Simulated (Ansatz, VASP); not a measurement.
# NaI: VASP beside Ansatz

```xyz
2
Lattice="4.4836 0.0000 0.0000 2.2418 3.8829 0.0000 2.2418 1.2943 3.6608" Properties=species:S:1:pos:R:3 pbc="T T T"
Na    0.0000    0.0000    0.0000
I     4.4836    2.5886    1.8304
```

Alike in both runs: functional revPBE; dispersion D3(BJ); k mesh 6 × 6 × 6; no spin polarisation.

Ansatz relaxed the structure, and its values are those at the end. VASP's run is a single point on that final structure, the one shown.

|  | VASP | Ansatz |
| --- | --- | --- |
| version | VASP 6.6.1 | Ansatz 0.2.0 |
| potentials or method | VASP PAW PBE potentials, release 64 (Na_pv, I), cutoff 500 eV | plane waves, PAW |
| occupations | gaussian, width 0.01 eV | fixed |
| valence electrons in the cell | 14 | 26 |

|  | VASP | Ansatz | Ansatz less VASP |
| --- | --- | --- | --- |
| pressure (GPa) | 0.0 | 0.0 | -0.01 |

VASP's potentials were made for PBE, not for revPBE. VASP's potentials hold 14 valence electrons a cell and Ansatz's 26, so a difference there can come from the potentials and not from the codes.

Spin-orbit coupling is off throughout.
